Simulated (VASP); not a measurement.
Write the native input for VASP 6.6.1 that does the following.

```yaml
Task: relaxation of cell and atoms
Functional: PBE
Potentials_or_basis: VASP PAW PBE potentials, release 64 (La, O)
Cutoff: 600 eV
k_mesh: 6 × 6 × 2
Occupations: gaussian, width 0.1 eV
Spin: no spin polarisation
Dipole_correction: no
Further_INCAR_settings: ALGO = Normal; EDIFF = 1e-06; IBRION = 2; EDIFFG = -0.04; NSW = 90; ISIF = 3
```

The structure of La5O lies in POSCAR:

```
La5O
1.0
    5.0330091000      0.0000000000      0.0000000000
   -2.5165045500      4.3587137400      0.0000000000
    0.0000000000      0.0000000000      8.6830210800
La O
5 1
Direct
    0.0000000000      0.0000000000      0.5000000000
    0.3333333300      0.6666666700      0.7110801200
    0.6666666700      0.3333333300      0.7110801200
    0.6666666700      0.3333333300      0.2889198800
    0.3333333300      0.6666666700      0.2889198800
    0.0000000000      0.0000000000      0.0000000000
```

The cell was generated, and may not be a known phase.

These files were run (other wordings do the same):

INCAR

```
ALGO = Normal ; EDIFF = 1E-6
EDIFFG = -0.04 ; ENCUT = 600
GGA = PE ; IBRION = 2
ISIF = 3 ; ISMEAR = 0
LASPH = T ; LCHARG = F
LREAL = F ; LWAVE = F
NELM = 100 ; NSW = 90
PREC = Accurate ; SIGMA = 0.1
```

KPOINTS

```
k-points
0
Gamma
  6 6 2
```

Potentials or basis: VASP PAW PBE potentials, release 64 (La, O).

Launch:

```sh
$ cat potpaw_PBE.64/La/POTCAR potpaw_PBE.64/O/POTCAR > POTCAR
$ mpirun -np 1 vasp_std > vasp.out
```

Results of the run:

```
Relaxed volume                        : 29.63 Å³/atom
Relaxed cell                          : a = 5.836 Å, b = 5.836 Å, c = 6.026 Å, α = 90.00°, β = 90.00°, γ = 120.00°
Space group after relaxing (to 0.1 Å) : P6/mmm (No. 191)
Pressure after relaxing               : 0.1 GPa
Band gap on the k mesh                : zero (an odd number of electrons rules out a gap without spin polarisation)
```

Caveat: the k points lie up to 0.52 Å⁻¹ apart in the final cell, too coarse for converged energies and pressures of a metal; a cell axis changed by over 15 % at a fixed basis, so the end point is rough; spin-orbit coupling is left out, which moves the levels of the heavy elements.

Wall time 62 min on 1 thread of Intel(R) Xeon(R) Platinum 8259CL CPU @ 2.50GHz (Skylake/Cascade Lake) (shared host), peak memory 0.42 GiB.
